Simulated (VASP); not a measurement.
Set up this calculation in VASP 6.6.1, as the native input.

```
Task                   : relaxation of cell and atoms
Functional             : PBE
Potentials or basis    : VASP PAW PBE potentials, release 64 (Zn)
Cutoff                 : 500 eV
k mesh                 : 20 × 20 × 20
Occupations            : methfessel-paxton, width 0.05 eV
Spin                   : no spin polarisation
Dipole correction      : no
Further INCAR settings : ALGO = Normal; EDIFF = 1e-07; IBRION = 2; EDIFFG = -0.03; NSW = 80; ISIF = 3
```

The structure of Zn lies in POSCAR:

```
Zn
1.0
    0.0000000000      1.9700000000      1.9700000000
    1.9700000000      0.0000000000      1.9700000000
    1.9700000000      1.9700000000      0.0000000000
Zn
1
Direct
    0.0000000000      0.0000000000      0.0000000000
```

This isn't the form of Zn at room conditions, which is hcp.

The input as run:

INCAR

```
SYSTEM = Zn
PREC     = Accurate       ! precision mode
ENCUT    = 500            ! plane-wave cutoff, eV
EDIFF    = 1E-7           ! SCF threshold, eV
ISMEAR   = 1              ! smearing method
SIGMA    = 0.05           ! smearing width, eV
LREAL    = .FALSE.        ! projectors in reciprocal space
LASPH    = .TRUE.         ! aspherical terms in the spheres
NELM     = 120            ! most SCF steps
ALGO     = Normal         ! electronic algorithm
ISIF     = 3              ! what is computed and relaxed
LWAVE    = .FALSE.        ! write WAVECAR
LCHARG   = .FALSE.        ! write CHGCAR
GGA      = PE             ! functional
IBRION   = 2              ! ionic algorithm
NSW      = 80             ! ionic steps
EDIFFG   = -0.03          ! ionic threshold
GGA_COMPAT= .FALSE.      
NELMIN   = 4
```

KPOINTS

```
regular mesh
0
G
  20 20 20
  0 0 0
```

Potentials or basis: VASP PAW PBE potentials, release 64 (Zn).

The run is started by

```bash
$ cat potpaw_PBE.64/Zn/POTCAR > POTCAR
$ mpirun -np 1 vasp_std > vasp.out
```

Results of the run:

| Quantity | Value |
| --- | --- |
| Pressure after relaxing | -0.3 GPa |
| Band gap on the k mesh | zero (bands 6 and 7 overlap by 3.64 eV) |

Caveat: the relaxation stopped at its first step, so nothing moved.

Run time: 16 s on 1 thread of Intel(R) Xeon(R) Platinum 8488C (Sapphire Rapids) (shared host), peak memory 0.15 GiB.
